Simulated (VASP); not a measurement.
A run of VASP 6.6.1:

File INCAR:

```
SYSTEM = Mn3Si
ALGO = Normal
EDIFF = 1E-6
ENCUT = 520
GGA = CA
ISIF = 2
ISMEAR = -1
ISPIN = 2
LASPH = .TRUE.
LCHARG = .FALSE.
LMAXMIX = 4
LORBIT = 11
LREAL = .FALSE.
LWAVE = .FALSE.
MAGMOM = 4 4 4 0
NBANDS = 34
NELM = 150
PREC = Accurate
SIGMA = 0.05
```

Contents of KPOINTS:

```
k-points
0
G
  10 10 10
  0 0 0
```

File POSCAR:

```
Mn3Si
1.0
    0.0000000000      2.5877864294      2.5877864294
    2.5877864294      0.0000000000      2.5877864294
    2.5877864294      2.5877864294      0.0000000000
Mn Si
3 1
Direct
    0.5000000000      0.5000000000      0.5000000000
    0.2500000000      0.2500000000      0.2500000000
    0.7500000000      0.7500000000      0.7500000000
    0.0000000000      0.0000000000      0.0000000000
```

Potentials or basis: VASP PAW LDA potentials, release 64 (Mn_pv, Si).

The run is started by

```bash
$ cat potpaw_LDA.64/Mn_pv/POTCAR potpaw_LDA.64/Si/POTCAR > POTCAR
$ mpirun -np 1 vasp_std > vasp.out
```

Hardware: 1 thread of Intel(R) Xeon(R) 6975P-C (Granite Rapids), with other jobs on the host.

Q: How long does it take, and how much memory?

A: It took 71 s on 1 thread of Intel(R) Xeon(R) 6975P-C (Granite Rapids) (shared host), peak memory 0.19 GiB. Counts: scf iterations 20, k points 47.
